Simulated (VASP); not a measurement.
Wanted: the native input for a VASP 6.6.1 run.

```
Task                   : relaxation of cell and atoms
Functional             : PBE
Potentials or basis    : VASP PAW PBE potentials, release 64 (Zn, S)
Cutoff                 : 600 eV
k mesh                 : 10 × 10 × 10
Occupations            : gaussian, width 0.01 eV
Spin                   : no spin polarisation
Dipole correction      : no
Further INCAR settings : ALGO = Normal; EDIFF = 1e-06; IBRION = 2; EDIFFG = -0.001; NSW = 80; ISIF = 3
```

The structure of ZnS lies in POSCAR:

```
ZnS
1.0
    0.0000000000      2.7215639847      2.7215639847
    2.7215639847      0.0000000000      2.7215639847
    2.7215639847      2.7215639847      0.0000000000
Zn S
1 1
Direct
    0.0000000000      0.0000000000      0.0000000000
    0.7500000000      0.7500000000      0.7500000000
```

One way to write it, as run:

INCAR

```
SYSTEM = ZnS
PREC = Accurate ; ENCUT = 600
EDIFF = 1E-6 ; ISMEAR = 0
SIGMA = 0.01 ; LREAL = .False.
LASPH = .True. ; NELM = 100
ALGO = Normal ; ISIF = 3
LWAVE = .False. ; LCHARG = .False.
GGA = PE ; IBRION = 2
NSW = 80 ; EDIFFG = -0.001
```

KPOINTS

```
regular mesh
0
Gamma
  10 10 10
  0 0 0
```

Potentials or basis: VASP PAW PBE potentials, release 64 (Zn, S).

Run with:

```bash
$ cat potpaw_PBE.64/Zn/POTCAR potpaw_PBE.64/S/POTCAR > POTCAR
$ mpirun -np 1 vasp_std > vasp.out
```

It gave:

```yaml
Relaxed_volume: 20.21 Å³/atom
Relaxed_cell: a = 3.852 Å, b = 3.852 Å, c = 3.852 Å, α = 60.00°, β = 60.00°, γ = 60.00°
Space_group_after_relaxing_to_0.05_Å: F-43m (No. 216)
Energy_gained_by_relaxing: 0.0 meV/atom
Ionic_steps: 5
Pressure_after_relaxing: 0.0 GPa
Band_gap_on_the_k_mesh: 2.01 eV, direct
```

It took 41 s on 1 thread of Intel(R) Xeon(R) Platinum 8375C CPU @ 2.90GHz (Ice Lake), on a shared host, peak memory 0.19 GiB.
